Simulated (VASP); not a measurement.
Set up this calculation in VASP 6.6.1, as the native input.

```
Task                   : relaxation of cell and atoms
Functional             : PBE
Potentials or basis    : VASP PAW PBE potentials, release 64 (Mg)
Cutoff                 : 600 eV
k mesh                 : 7 × 7 × 7
Occupations            : gaussian, width 0.1 eV
Spin                   : no spin polarisation
Dipole correction      : no
Further INCAR settings : ALGO = Normal; EDIFF = 1e-07; IBRION = 2; EDIFFG = -0.03; NSW = 80; ISIF = 3
```

The structure of Mg lies in POSCAR:

```
Mg
1.0
    2.9500000000      0.0000000000      0.0000000000
    0.0000000000      2.9500000000      0.0000000000
    0.0000000000      0.0000000000      2.9500000000
Mg
1
Direct
    0.0000000000      0.0000000000      0.0000000000
```

The input as run:

INCAR

```
ALGO     = Normal         # electronic algorithm
EDIFF    = 1E-7           # SCF threshold, eV
EDIFFG   = -0.03          # ionic threshold
ENCUT    = 600            # plane-wave cutoff, eV
GGA      = PE             # functional
IBRION   = 2              # ionic algorithm
ISIF     = 3              # what is computed and relaxed
ISMEAR   = 0              # smearing method
LASPH    = True           # aspherical terms in the spheres
LCHARG   = False          # write CHGCAR
LREAL    = False          # projectors in reciprocal space
LWAVE    = False          # write WAVECAR
NELM     = 100            # most SCF steps
NSW      = 80             # ionic steps
PREC     = Accurate       # precision mode
SIGMA    = 0.1            # smearing width, eV
```

KPOINTS

```
k-points
0
Gamma
  7 7 7
```

Potentials or basis: VASP PAW PBE potentials, release 64 (Mg).

Command:

```console
$ cat potpaw_PBE.64/Mg/POTCAR > POTCAR
$ mpirun -np 1 vasp_std > vasp.out
```

It gave:

* Relaxed volume: 27.57 Å³/atom
* Relaxed cell: a = 3.021 Å, b = 3.021 Å, c = 3.021 Å, α = 90.00°, β = 90.00°, γ = 90.00°
* Space group after relaxing (to 0.05 Å): Pm-3m (No. 221)
* Energy gained by relaxing: 9.9 meV/atom
* Ionic steps: 3
* Pressure after relaxing: -0.1 GPa
* Band gap on the k mesh: zero (band 1 reaches 4.14 eV, above the bottom of band 2 at 0.79 eV)

Run time: 3 s on 1 thread of Intel(R) Xeon(R) 6975P-C (Granite Rapids) (shared host), peak memory 0.13 GiB.
